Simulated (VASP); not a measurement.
A run of VASP 6.6.1 is set up as follows.

INCAR

```
SYSTEM = YAl3N4
  ALGO = Normal
  EDIFF = 1E-7
  EDIFFG = -0.04
  ENCUT = 600
  GGA = PE
  IBRION = 2
  ISIF = 3
  ISMEAR = 0
  LASPH = .TRUE.
  LCHARG = .FALSE.
  LREAL = .FALSE.
  LWAVE = .FALSE.
  NELM = 100
  NSW = 90
  PREC = Accurate
  SIGMA = 0.1
```

File KPOINTS:

```
k-points
0
G
  4 4 6
  0 0 0
```

POSCAR

```
YAl3N4
1.0
    3.4059072300     -4.8166802000      0.0000000000
    3.4059072300      4.8166802000      0.0000000000
    0.0000000000      0.0000000000      3.4059072300
Y Al N
1 3 4
Direct
    0.0000000000      0.0000000000      0.0000000000
    0.0000000000      0.5000000000      0.5000000000
    0.5000000000      0.0000000000      0.5000000000
    0.5000000000      0.5000000000      0.0000000000
    0.7500000000      0.2500000000      0.0000000000
    0.7500000000      0.7500000000      0.5000000000
    0.2500000000      0.2500000000      0.5000000000
    0.2500000000      0.7500000000      0.0000000000
```

Potentials or basis: VASP PAW PBE potentials, release 64 (Y_sv, Al, N).

The run is started by

```sh
$ cat potpaw_PBE.64/Y_sv/POTCAR potpaw_PBE.64/Al/POTCAR potpaw_PBE.64/N/POTCAR > POTCAR
$ mpirun -np 1 vasp_std > vasp.out
```

Estimate the band gap on the k mesh.

1.75 eV.

Estimate the relaxed volume.

10.13 Å³/atom.

Predict the space group after relaxing (to 0.1 Å).

Cmmm (No. 65).

Predict the relaxed cell.

a = 5.278 Å, b = 5.278 Å, c = 3.076 Å, α = 90.00°, β = 90.00°, γ = 108.96°.

Stress tensor (GPa, compression positive):
```
 0.09  0.00  0.00
 0.00 -0.47  0.00
 0.00  0.00  0.26
```

Caveat: the volume moved by over 15 % at a fixed basis, so the end points are rough. A k mesh can miss the band edges.
